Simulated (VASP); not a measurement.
TaN: single point with PBE

TaN:

```xyz
4
Lattice="0.0000 -2.2081 -2.2081 0.0000 2.2081 -2.2081 4.4162 0.0000 0.0000" Properties=species:S:1:pos:R:3 pbc="T T T"
Ta    0.0906    0.0536   -2.2081
Ta    2.1175   -0.0536    0.0000
N     2.4128   -0.0597   -2.2081
N    -0.2047    0.0597    0.0000
```

This cell differs from its parent crystal: mode 1 frozen in at +0.205 Å and mode 2 at +0.060 Å (largest displacements).

```
Program             : VASP 6.6.1
Task                : single point
Functional          : PBE
Potentials or basis : VASP PAW PBE potentials, release 64 (Ta_pv, N)
Cutoff              : 520 eV
k mesh              : 14 × 14 × 10
Occupations         : gaussian, width 0.15 eV
Spin                : no spin polarisation
```

```json
{
  "Pressure": "2.2 GPa",
  "Largest force": "1.158 eV/Å",
  "Band gap on the k mesh": "zero (band 16 reaches 10.65 eV, above the bottom of band 17 at 7.83 eV)"
}
```

Forces in eV/Å, atoms in the order of the input:
```
Ta   1.134  0.234  0.000
Ta  -1.134 -0.234  0.000
N   -1.037  0.112  0.000
N    1.037 -0.112  0.000
```

Stress tensor (GPa, compression positive):
```
17.42 -1.35  0.00
-1.35 -4.52  0.00
 0.00  0.00 -6.18
```

Levels at points of the mesh, in eV from the Fermi level:
```tsv
k point	band 12	band 13	band 14	band 15	band 16	band 17	band 18	band 19	band 20	band 21
(0.00, 0.00, 0.00)	-4.67	-3.46	-3.20	-3.14	-1.69	-1.13	-1.06	0.44	0.93	1.49
(0.50, 0.00, 0.00)	-6.40	-6.23	-5.55	-0.51	-0.02	0.48	0.96	2.19	2.46	3.39
(0.50, 0.50, 0.00)	-4.49	-4.23	-4.09	-3.99	-3.85	2.79	2.86	3.79	3.82	4.06
(0.00, 0.00, 0.50)	-5.15	-4.05	-3.64	-3.61	-3.28	0.63	0.81	1.16	1.67	2.14
(0.50, 0.00, 0.50)	-6.88	-6.86	-6.79	1.35	1.48	2.00	2.15	2.17	2.29	4.55
(0.50, 0.50, 0.50)	-7.08	-5.25	-5.22	-1.53	-1.52	2.50	2.63	3.81	3.83	4.10
```

Run time: 6.6 min on 1 thread of Oxide Virtual Turin-like Processor, with other jobs on the host, peak memory 0.5 GiB.

Caveat: the cell differs from its parent crystal (mode 1 frozen in at +0.205 Å and mode 2 at +0.060 Å (largest displacements)); spin-orbit coupling is left out, which moves the levels of the heavy elements; forces of over 1 eV/Å act on the atoms, so gaps and moduli don't describe the material at rest.
